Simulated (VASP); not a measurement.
Runs of VASP 6.6.1 on Si. The structure is that of space group P6_3/mmc (No. 194), or close to it. The cells are those of the table. 

| cell | gap on the mesh (eV) | pressure (GPa) | largest force (eV/Å) |
| --- | --- | --- | --- |
| a = 3.906, b = 3.906, c = 6.457 Å, angles 90.0, 90.0, 120.0°, 4 atoms | 0.79 | -5.0 | 0.03 |
| a = 3.780, b = 3.780, c = 6.247 Å, angles 90.0, 90.0, 120.0°, 4 atoms | 0.59 | 4.3 | 0.01 |
| a = 3.753, b = 3.753, c = 6.203 Å, angles 90.0, 90.0, 120.0°, 4 atoms | 0.54 | (a) | 0.02 |
| a = 3.806, b = 3.806, c = 6.290 Å, angles 90.0, 90.0, 120.0°, 4 atoms | 0.64 | 2.0 | - |
| a = 3.857, b = 3.857, c = 6.375 Å, angles 90.0, 90.0, 120.0°, 4 atoms | (b) | (c) | 0.01 |

Alike in all rows: task single point; level r2SCAN; potentials or basis VASP PAW PBE potentials, release 64 (Si); no spin polarisation; k mesh 7 × 7 × 4; cutoff (eV) 520; smearing fermi-dirac 0.1 eV.

Q: Estimate the missing entries.

A: (a) 6.8; (b) 0.72; (c) -1.9.

Caveats: the PAW data sets were made with another functional, which shifts forces and pressure a little.

A k mesh can miss the band edges.
